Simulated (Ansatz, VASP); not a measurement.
## SbP5 in VASP and in Ansatz

```
Sb P
1.0
     2.27571   -3.54323    0.00000
     2.27571    3.54323    0.00000
     0.00000    0.00000    7.10643
Sb P
1 5
Cartesian
  0.0000 0.0000 3.5532
  0.0000 0.0000 0.0000
  1.1379 1.7716 1.5504
  1.1379 -1.7716 5.5560
  1.1379 1.7716 5.5560
  1.1379 -1.7716 1.5504
```

Alike in both runs: functional PBE; k mesh 4 × 4 × 2; occupations gaussian, width 0.1 eV; no spin polarisation.

Ansatz relaxed the structure, and its values are those at the end. VASP's run is a single point on that final structure, the one shown.

|  | VASP | Ansatz |
| --- | --- | --- |
| version | VASP 6.6.1 | Ansatz 0.2.0 |
| potentials or method | VASP PAW PBE potentials, release 64 (Sb, P), cutoff 520 eV | scalar-relativistic, plane waves, PAW |
| valence electrons in the cell | 30 | 40 |

|  | VASP | Ansatz | Ansatz less VASP |
| --- | --- | --- | --- |
| gap on the k mesh at the Fermi level (eV) | none | none | - |
| pressure (GPa) | -0.3 | -0.1 | +0.20 |
| rms of the force components (eV/Å) | 0.008 | 0.008 | +0.0002 |

A gap of «none» marks a metal or a gap that the smearing closes. With one functional, cell and mesh, what is left measures potentials, basis and numerics. VASP's potentials hold 30 valence electrons a cell and Ansatz's 40, so a difference there can come from the potentials and not from the codes.

The k mesh is coarse, so the values compare programs but aren't converged. Spin-orbit coupling is off throughout.
